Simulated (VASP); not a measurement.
# Cs (Pm-3m) in VASP: a series of runs

Cs is run at these levels: PBE; tasks: single point, relaxation of cell and atoms.

Everything below comes from runs of VASP 6.6.1. Logs are shortened: lines on timing, memory, paths and dates and some standing lists are left out, and cuts for length are marked.

**1. The cell of the first run**

Symmetry: Pm-3m, No. 221, cubic system. Conventional cell: a = 4.777 Å, b = 4.777 Å, c = 4.777 Å, α = 90.00°, β = 90.00°, γ = 90.00°.

This isn't the form of Cs at room conditions, which is bcc.

**2. Single point, PBE**

The input, INCAR:

```
  ALGO = Normal
  EDIFF = 1E-6
  ENCUT = 520
  GGA = PE
  ISIF = 2
  ISMEAR = -1
  LASPH = True
  LCHARG = True
  LELF = True
  LREAL = False
  LVHAR = True
  LWAVE = False
  NBANDS = 10
  NELM = 80
  PREC = Accurate
  SIGMA = 0.05
```

The input, KPOINTS:

```
k-points
0
Gamma
  8 8 8
```

The input, POSCAR:

```
Cs
1.0
    4.7768068752      0.0000000000      0.0000000000
    0.0000000000      4.7768068752      0.0000000000
    0.0000000000      0.0000000000      4.7768068752
Cs
1
Direct
    0.0000000000      0.0000000000      0.0000000000
```

Potentials or basis: VASP PAW PBE potentials, release 64 (Cs_sv).

The run is started by

```bash
> cat potpaw_PBE.64/Cs_sv/POTCAR > POTCAR
> mpirun -np 1 vasp_std > vasp.out
```

OUTCAR:

```text
EDIFF = 1E-6
   ENCUT = 520
   GGA = PE
   ISIF = 2
   ISMEAR = -1
   LASPH = True
   LREAL = False
   NELM = 80
   PREC = Accurate

 ion  position               nearest neighbor table
   1  0.000  0.000  0.000-

  LATTYP: Found a simple cubic cell.
 ALAT       =     4.7768068752

  Lattice vectors:

 A1 = (   4.7768068752,   0.0000000000,   0.0000000000)
 A2 = (   0.0000000000,   4.7768068752,   0.0000000000)
 A3 = (   0.0000000000,   0.0000000000,   4.7768068752)

Analysis of symmetry for initial positions (statically):
=====================================================================
 Subroutine PRICEL returns:
 Original cell was already a primitive cell.

 Routine SETGRP: Setting up the symmetry group for a
 simple cubic supercell.

 Subroutine GETGRP returns: Found 48 space group operations
 (whereof 48 operations were pure point group operations)
 out of a pool of 48 trial point group operations.

The static configuration has the point symmetry O_h .

Analysis of symmetry for dynamics (positions and initial velocities):
=====================================================================
 Subroutine PRICEL returns:
 Original cell was already a primitive cell.

 Routine SETGRP: Setting up the symmetry group for a
 simple cubic supercell.

 Subroutine GETGRP returns: Found 48 space group operations
 (whereof 48 operations were pure point group operations)
 out of a pool of 48 trial point group operations.

The dynamic configuration has the point symmetry O_h .

 Subroutine INISYM returns: Found 48 space group operations
 (whereof 48 operations are pure point group operations),
 and found     1 'primitive' translations

----------------------------------------------------------------------------------------

                                     Primitive cell

  volume of cell :     108.9966

  direct lattice vectors                    reciprocal lattice vectors
     4.776806875  0.000000000  0.000000000     0.209344867  0.000000000  0.000000000
     0.000000000  4.776806875  0.000000000     0.000000000  0.209344867  0.000000000
     0.000000000  0.000000000  4.776806875     0.000000000  0.000000000  0.209344867

  length of vectors
     4.776806875  4.776806875  4.776806875     0.209344867  0.209344867  0.209344867

  position of ions in fractional coordinates (direct lattice)
     0.000000000  0.000000000  0.000000000

  ion indices of the primitive-cell ions
   primitive index   ion index
                 1           1

----------------------------------------------------------------------------------------

 KPOINTS: k-points

Automatic generation of k-mesh.
 Grid dimensions read from file:
 generate k-points for:    8    8    8

 Generating k-lattice:

  Cartesian coordinates                     Fractional coordinates (reciprocal lattice)
     0.026168108  0.000000000  0.000000000     0.125000000  0.000000000  0.000000000
     0.000000000  0.026168108  0.000000000     0.000000000  0.125000000  0.000000000
     0.000000000  0.000000000  0.026168108     0.000000000  0.000000000  0.125000000

  Length of vectors
     0.026168108  0.026168108  0.026168108

  Shift w.r.t. Gamma in fractional coordinates (k-lattice)
     0.000000000  0.000000000  0.000000000

 Subroutine IBZKPT returns following result:
 ===========================================

 Found     35 irreducible k-points:

 Following reciprocal coordinates:
            Coordinates               Weight
  0.000000  0.000000  0.000000      1.000000
  0.125000  0.000000  0.000000      6.000000
  0.250000  0.000000  0.000000      6.000000
  0.375000  0.000000  0.000000      6.000000
  0.500000  0.000000  0.000000      3.000000
  0.125000  0.125000  0.000000     12.000000
[... 16 lines left out ...]
  0.375000  0.375000  0.125000     24.000000
  0.500000  0.375000  0.125000     24.000000
 [... further k-points ...]
   k-points           NKPTS =     35   k-points in BZ     NKDIM =     35   number of bands    NBANDS=     10
   number of dos      NEDOS =    301   number of ions     NIONS =      1
   total plane-waves  NPLWV =  46656
   dimension x,y,z NGX =    36 NGY =   36 NGZ =   36
   dimension x,y,z NGXF=    72 NGYF=   72 NGZF=   72
   ions per type =               1
   NGX,Y,Z   is equivalent  to a cutoff of  12.53, 12.53, 12.53 a.u.
   NGXF,Y,Z  is equivalent  to a cutoff of  25.06, 25.06, 25.06 a.u.
 SYSTEM =  unknown system
   PREC   = accura    normal or accurate (medium, high low for compatibility)
   ISTART =      0    job   : 0-new  1-cont  2-samecut
   ICHARG =      2    charge: 1-file 2-atom 10-const
   ISPIN  =      1    spin polarized calculation?
   LNONCOLLINEAR =      F non collinear calculations
   LSORBIT =      F    spin-orbit coupling
   LASPH  =      T    aspherical Exc in radial PAW
   ENCUT  =  520.0 eV  38.22 Ry    6.18 a.u.   8.88  8.88  8.88*2*pi/ulx,y,z
   NELM   =     80;   NELMIN=  2; NELMDL= -5     # of ELM steps
   EDIFF  = 0.1E-05   stopping-criterion for ELM
   LREAL  =      F    real-space projection
   EDIFFG = 0.1E-04   stopping-criterion for IOM
   NSW    =      0    number of steps for IOM
   IBRION =     -1    ionic relax: 0-MD 1-quasi-New 2-CG
   NFREE  =      0    steps in history (QN), initial steepest desc. (CG)
   ISIF   =      2    stress and relaxation
   ISYM   =      2    0-nonsym 1-usesym 2-fastsym
   POTIM  = 0.5000    time-step for ionic-motion
   TEBEG  =    0.0;   TEEND  =   0.0 temperature during run
   PSTRESS=    0.0 pullay stress
   NELECT =       9.0000    total number of electrons
   NUPDOWN=      -1.0000    fix difference up-down
   EMIN   =  10.00;   EMAX   =-10.00  energy-range for DOS
   EFERMI =   0.00;   METHOD = LEGACY
   ISMEAR =    -1;   SIGMA  =   0.05  broadening in eV -4-tet -1-fermi 0-gaus
   EFERMI_NEDOS =   21; number of points for ismear=-14 and -15
   IALGO  =     38    algorithm
   IMIX   =      4    mixing-type and parameters
     AMIX     =   0.40;   BMIX     =  1.00
     AMIX_MAG =   1.60;   BMIX_MAG =  1.00
  volume/ion in A,a.u.               =     109.00       735.55
  Fermi-wavevector in a.u.,A,eV,Ry     =   0.712883  1.347153  6.914502  0.508202
  Thomas-Fermi vector in A             =   1.800375
   LORBIT       =      0    0 simple, 1 ext, 2 COOP (PROOUT), +10 PAW based schemes
   GGA     = PE    functional components
   LHFCALC =     F    Hartree Fock is set to
   AEXX    =    0.0000 exact exchange contribution
   IVDW    =     0    specifies the selected vdW correction
   LEPSILON=     F    determine dielectric tensor
   LRPA    =     F    only Hartree local field effects (RPA)
 non-spin polarized calculation
  energy-cutoff  :      520.00
  volume of cell :      109.00
 maximum number of plane-waves:      3016
 NGX is ok and might be reduce to    36
   NGX = 17   NGY = 17   NGZ = 17

 number of electron       8.9999998 magnetization

 Free energy of the ion-electron system (eV)
  ---------------------------------------------------
  ext. energy  EPLUGINS =         0.00000000
  ---------------------------------------------------
  free energy    TOTEN  =        -0.74613811 eV

  energy without entropy =       -0.73711892  energy(sigma->0) =       -0.74162851

 E-fermi :   0.6260     XC(G=0):  -5.5366

 val. band max:        0.6009969906   @ k =   0.5000   0.1250   0.0000
 cond. band min:       0.7495278333   @ k =   0.3750   0.3750   0.0000
 fundamental gap:      0.1485308427
 Fermi energy:         0.6260314558

 k-point     1 :       0.0000    0.0000    0.0000
  band No.  band energies     occupation
      1     -23.3888      2.00000
      2     -10.0868      2.00000
      3     -10.0868      2.00000
      4     -10.0868      2.00000
      5      -1.1095      2.00000
      6       1.9213      0.00000
      7       1.9213      0.00000
      8       5.2079      0.00000
      9       5.2079      0.00000
     10       5.2079      0.00000

 k-point     2 :       0.1250    0.0000    0.0000
  band No.  band energies     occupation
      1     -23.3870      2.00000
      2     -10.1255      2.00000
      3     -10.0835      2.00000
      4     -10.0835      2.00000
      5      -0.9660      2.00000
      6       1.9779      0.00000
      7       1.9832      0.00000
      8       4.7298      0.00000
      9       4.7298      0.00000
     10       5.2340      0.00000

 k-point     3 :       0.2500    0.0000    0.0000
  band No.  band energies     occupation
      1     -23.3826      2.00000
      2     -10.2164      2.00000
      3     -10.0756      2.00000
      4     -10.0756      2.00000
      5      -0.5709      2.00000
      6       1.9674      0.00000
      7       2.1283      0.00000
      8       4.1353      0.00000
      9       4.1353      0.00000
     10       4.9809      0.00000

 k-point     4 :       0.3750    0.0000    0.0000
  band No.  band energies     occupation
      1     -23.3783      2.00000
      2     -10.3041      2.00000
      3     -10.0675      2.00000
      4     -10.0675      2.00000
      5      -0.0122      1.99999
      6       1.5490      0.00000
      7       2.3050      0.00000
      8       3.7395      0.00000
      9       3.7395      0.00000
     10       5.3881      0.00000

 k-point     5 :       0.5000    0.0000    0.0000
  band No.  band energies     occupation
      1     -23.3765      2.00000
      2     -10.3395      2.00000
      3     -10.0642      2.00000
      4     -10.0642      2.00000
      5       0.4304      1.96079
      6       1.1049      0.00014
      7       2.3889      0.00000
      8       3.6026      0.00000
      9       3.6026      0.00000
     10       5.3930      0.00000

 k-point     6 :       0.1250    0.1250    0.0000
  band No.  band energies     occupation
      1     -23.3852      2.00000
      2     -10.1240      2.00000
      3     -10.1199      2.00000
      4     -10.0803      2.00000
      5      -0.8241      2.00000
      6       2.0281      0.00000
      7       2.0616      0.00000
      8       4.1855      0.00000
      9       4.6337      0.00000
     10       4.9679      0.00000
[... 183 lines left out ...]
 k-point    21 :       0.3750    0.2500    0.1250
  band No.  band energies     occupation
      1     -23.3706      2.00000
      2     -10.2830      2.00000
      3     -10.1876      2.00000
      4     -10.0928      2.00000
      5       0.5450      1.66986
      6       1.7171      0.00000
      7       2.5778      0.00000
      8       3.1111      0.00000
      9       3.7808      0.00000
     10       4.1349      0.00000

 k-point    22 :       0.5000    0.2500    0.1250
  band No.  band energies     occupation
      1     -23.3688      2.00000
      2     -10.3173      2.00000
      3     -10.1834      2.00000
      4     -10.0893      2.00000
      5       1.0203      0.00075
      6       1.2176      0.00001
      7       2.7446      0.00000
      8       2.8741      0.00000
      9       4.0387      0.00000
     10       4.1275      0.00000

 k-point    23 :       0.3750    0.3750    0.1250
  band No.  band energies     occupation
      1     -23.3663      2.00000
      2     -10.2731      2.00000
      3     -10.2693      2.00000
      4     -10.0846      2.00000
      5       0.8301      0.03324
      6       1.7507      0.00000
      7       2.5772      0.00000
      8       3.0127      0.00000
      9       3.9094      0.00000
     10       4.1132      0.00000

 k-point    24 :       0.5000    0.3750    0.1250
  band No.  band energies     occupation
      1     -23.3646      2.00000
      2     -10.3050      2.00000
      3     -10.2663      2.00000
      4     -10.0811      2.00000
      5       0.9367      0.00400
      6       1.7666      0.00000
      7       2.5993      0.00000
      8       2.8610      0.00000
      9       4.0798      0.00000
     10       4.1987      0.00000

 [... further k-points ...]

------------------------ aborting loop because EDIFF is reached ----------------------------------------

  FORCE on cell =-STRESS in cart. coord.  units (eV):
  Direction    XX          YY          ZZ          XY          YZ          ZX
  --------------------------------------------------------------------------------------
  -------------------------------------------------------------------------------------
  Total        0.2280071      0.2280071      0.2280071     -0.0000000      0.0000000     -0.0000000
  in kB        3.3515511      3.3515511      3.3515511     -0.0000000      0.0000000     -0.0000000
  external PRESSURE =       3.3515511 kB  Pullay stress =       0.0000000 kB

 VOLUME and BASIS-vectors are now :
 -----------------------------------------------------------------------------
  energy-cutoff  :      520.00
  volume of cell :      109.00
      direct lattice vectors                 reciprocal lattice vectors
     4.776806875  0.000000000  0.000000000     0.209344867  0.000000000  0.000000000
     0.000000000  4.776806875  0.000000000     0.000000000  0.209344867  0.000000000
     0.000000000  0.000000000  4.776806875     0.000000000  0.000000000  0.209344867

 POSITION                                       TOTAL-FORCE (eV/Angst)
 -----------------------------------------------------------------------------------
      0.00000      0.00000      0.00000         0.000000      0.000000      0.000000
 -----------------------------------------------------------------------------------
    total drift:                                0.000000      0.000000      0.000000

  FREE ENERGIE OF THE ION-ELECTRON SYSTEM (eV)
  ---------------------------------------------------
  free  energy   TOTEN  =        -0.7461381134 eV

  energy  without entropy=       -0.7371189155  energy(sigma->0) =       -0.74162851
```

It took 16 s on 1 thread of Intel Xeon Platinum 8488C (Sapphire Rapids), shared host; peak memory 0.21 GiB.

What came out:

```yaml
Free_energy: -0.7461 eV
Pressure: 0.3 GPa
Band_gap_on_the_k_mesh: zero (an odd number of electrons rules out a gap without spin polarisation)
```

Levels at points of the mesh, in eV from the Fermi level:
```csv
k point,band 1,band 2,band 3,band 4,band 5,band 6,band 7,band 8,band 9
"(0.00, 0.00, 0.00)",-24.01,-10.71,-10.71,-10.71,-1.74,1.30,1.30,4.58,4.58
"(0.50, 0.00, 0.00)",-24.00,-10.97,-10.69,-10.69,-0.20,0.48,1.76,2.98,2.98
"(0.50, 0.50, 0.00)",-23.99,-10.93,-10.93,-10.67,0.18,1.26,2.26,2.26,3.37
"(0.50, 0.50, 0.50)",-23.98,-10.90,-10.90,-10.90,1.00,1.00,1.00,3.04,4.39
```

Caveat: spin-orbit coupling is left out, which moves the levels of the heavy elements.

**3. Single point, PBE**

This run uses another cell than the first one, of 110.24 Å³/atom.

The input, INCAR:

```
  ALGO = Normal
  EDIFF = 1E-7
  ENCUT = 520
  GGA = PE
  ISIF = 2
  ISMEAR = -1
  LASPH = T
  LCHARG = T
  LELF = T
  LREAL = F
  LVHAR = T
  LWAVE = F
  NBANDS = 10
  NELM = 60
  PREC = Accurate
  SIGMA = 0.05
```

KPOINTS is that of step 2.

The input, POSCAR:

```
Cs
1.0
    4.7948480570      0.0000000000      0.0000000000
    0.0000000000      4.7948480570      0.0000000000
    0.0000000000      0.0000000000      4.7948480570
Cs
1
Direct
    0.0000000000      0.0000000000      0.0000000000
```

Potentials or basis: VASP PAW PBE potentials, release 64 (Cs_sv).

The run is started by

```bash
> cat potpaw_PBE.64/Cs_sv/POTCAR > POTCAR
> mpirun -np 1 vasp_std > vasp.out
```

Run time: 30 s. Hardware: 1 thread of Intel Xeon Platinum 8488C (Sapphire Rapids), shared host; peak memory 0.21 GiB.

It converged, with:

| Property | Result |
| --- | --- |
| Free energy | -0.7487 eV |
| Pressure | 0.3 GPa |
| Band gap on the k mesh | zero (an odd number of electrons rules out a gap without spin polarisation) |

Levels at points of the mesh, in eV from the Fermi level:
```tsv
k point	band 2	band 3	band 4	band 5	band 6	band 7
(0.00, 0.00, 0.00)	-10.72	-10.72	-10.72	-1.72	1.30	1.30
(0.50, 0.00, 0.00)	-10.96	-10.70	-10.70	-0.20	0.47	1.76
(0.50, 0.50, 0.00)	-10.93	-10.93	-10.68	0.20	1.25	2.23
(0.50, 0.50, 0.50)	-10.90	-10.90	-10.90	1.01	1.01	1.01
```

Caveat: spin-orbit coupling is left out, which moves the levels of the heavy elements.

**4. Relaxation of cell and atoms, PBE, target pressure 0.31 GPa, at which the enthalpy is minimised**

The input, INCAR:

```
SYSTEM = Cs
ALGO     = Normal         ! electronic algorithm
EDIFF    = 1E-7           ! SCF threshold, eV
EDIFFG   = -0.005         ! ionic threshold
ENCUT    = 600            ! plane-wave cutoff, eV
GGA      = PE             ! functional
IBRION   = 2              ! ionic algorithm
ISIF     = 3              ! what is computed and relaxed
ISMEAR   = -1             ! smearing method
LASPH    = .TRUE.         ! aspherical terms in the spheres
LCHARG   = .FALSE.        ! write CHGCAR
LREAL    = .FALSE.        ! projectors in reciprocal space
LWAVE    = .FALSE.        ! write WAVECAR
NELM     = 80             ! most SCF steps
NSW      = 60             ! ionic steps
PREC     = Accurate       ! precision mode
PSTRESS  = 3.1          
SIGMA    = 0.05           ! smearing width, eV
```

The input, KPOINTS:

```
k-points
0
G
  8 8 8
  0 0 0
```

The input, POSCAR:

```
Cs
1.0
    4.7768068752      0.0000000000      0.0000000000
    0.0000000000      4.7768068752      0.0000000000
    0.0000000000      0.0000000000      4.7768068752
Cs
1
Direct
    0.0000000000      0.0000000000      0.0000000000
```

The run is started by

```bash
> cat potpaw_PBE.64/Cs_sv/POTCAR > POTCAR
> mpirun -np 1 vasp_std > vasp.out
```

It took 67 s on 1 thread of Intel Xeon Platinum 8488C (Sapphire Rapids), shared host; peak memory 0.26 GiB.

It converged, with:

- Free energy: -0.7484 eV
- Relaxed volume: 110.08 Å³/atom
- Relaxed cell: a = 4.793 Å, b = 4.793 Å, c = 4.793 Å, α = 90.00°, β = 90.00°, γ = 90.00°
- Space group after relaxing (to 0.1 Å): Pm-3m (No. 221)
- Energy change on relaxing (the run minimises the enthalpy): -2.2 meV/atom
- Ionic steps: 3
- Pressure after relaxing: 0.3 GPa
- Band gap on the k mesh: zero (an odd number of electrons rules out a gap without spin polarisation)

The path:
```csv
step,energy change (eV),largest force (eV/Å),pressure (GPa),volume (Å³)
1,0.0000,0.0000,0.34,109.00
2,-0.0006,0.0000,0.33,109.29
3,-0.0022,0.0000,0.31,110.08
```

Final structure:
```xyz
1
Lattice="4.7926 0.0000 0.0000 0.0000 4.7926 0.0000 0.0000 0.0000 4.7926" Properties=species:S:1:pos:R:3 pbc="T T T"
Cs    0.0000    0.0000    0.0000
```

Levels at points of the mesh, in eV from the Fermi level:
| k point | band 2 | band 3 | band 4 | band 5 | band 6 | band 7 |
| --- | --- | --- | --- | --- | --- | --- |
| (0.00, 0.00, 0.00) | -10.72 | -10.72 | -10.72 | -1.73 | 1.30 | 1.30 |
| (0.50, 0.00, 0.00) | -10.96 | -10.70 | -10.70 | -0.20 | 0.47 | 1.76 |
| (0.50, 0.50, 0.00) | -10.93 | -10.93 | -10.67 | 0.20 | 1.25 | 2.24 |
| (0.50, 0.50, 0.50) | -10.90 | -10.90 | -10.90 | 1.00 | 1.00 | 1.00 |

Caveat: the cell is relaxed towards a set pressure, so the run minimises the enthalpy, not the energy; spin-orbit coupling is left out, which moves the levels of the heavy elements.

**5. Overview**

| task | cell | cutoff (eV) | gap on the mesh (eV) | pressure (GPa) |
| --- | --- | --- | --- | --- |
| single point | a = 4.777 Å, 1 atom | 520 | none | 0.3 |
| single point | a = 4.795 Å, 1 atom | 520 | none | 0.3 |
| relaxation of cell and atoms | relaxed to 0.31 GPa from a = 4.777 Å, 1 atom | 600 | none | 0.3 |

Alike in all rows: level PBE; potentials or basis VASP PAW PBE potentials, release 64 (Cs_sv); no spin polarisation; k mesh 8 × 8 × 8; smearing fermi-dirac 0.05 eV.

Caveats: spin-orbit coupling is left out, which moves the levels of the heavy elements; the cell is relaxed towards a set pressure, so the run minimises the enthalpy, not the energy (at least some runs).

Total energies depend on the potentials used, so only differences within one code and one set of settings carry meaning.

The gap in the log of VASP goes by the Fermi energy; the results here count the filled bands.